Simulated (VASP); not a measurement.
Write the native input for VASP 6.6.1 that does the following.

```yaml
Task: single point
Functional: LDA
Potentials_or_basis: VASP PAW LDA potentials, release 64 (Hf_pv, C)
Cutoff: 520 eV
k_mesh: 12 × 12 × 12
Occupations: gaussian, width 0.05 eV
Spin: no spin polarisation
Dipole_correction: no
Further_INCAR_settings: ALGO = Normal; EDIFF = 1e-06; NBANDS = 14
```

The structure of HfC lies in POSCAR:

```
HfC
1.0
    2.9008889300      0.0000000000      0.0000000000
    0.0000000000      2.9008889300      0.0000000000
    0.0000000000      0.0000000000      2.9008889300
Hf C
1 1
Direct
    0.0000000000      0.0000000000      0.0000000000
    0.5000000000      0.5000000000      0.5000000000
```

One way to write it, as run:

INCAR

```
SYSTEM = HfC
  PREC = Accurate
  ENCUT = 520
  EDIFF = 1E-6
  ISMEAR = 0
  SIGMA = 0.05
  LREAL = .False.
  LASPH = .True.
  NELM = 60
  ALGO = Normal
  ISIF = 2
  LWAVE = .False.
  LCHARG = .False.
  GGA = CA
  NBANDS = 14
```

KPOINTS

```
Automatic mesh
0
Gamma
  12 12 12
  0 0 0
```

Potentials or basis: VASP PAW LDA potentials, release 64 (Hf_pv, C).

Command:

```console
$ cat potpaw_LDA.64/Hf_pv/POTCAR potpaw_LDA.64/C/POTCAR > POTCAR
$ mpirun -np 1 vasp_std > vasp.out
```

It gave:

| Item | Value |
| --- | --- |
| Pressure | -12.9 GPa |
| Band gap on the k mesh | zero (band 7 reaches 7.59 eV, above the bottom of band 8 at 5.60 eV) |

Caveat: spin-orbit coupling is left out, which moves the levels of the heavy elements.

Run time: 14 s on 1 thread of AMD EPYC 9R45 96-Core Processor (Zen 5), with other jobs on the host, peak memory 0.12 GiB.
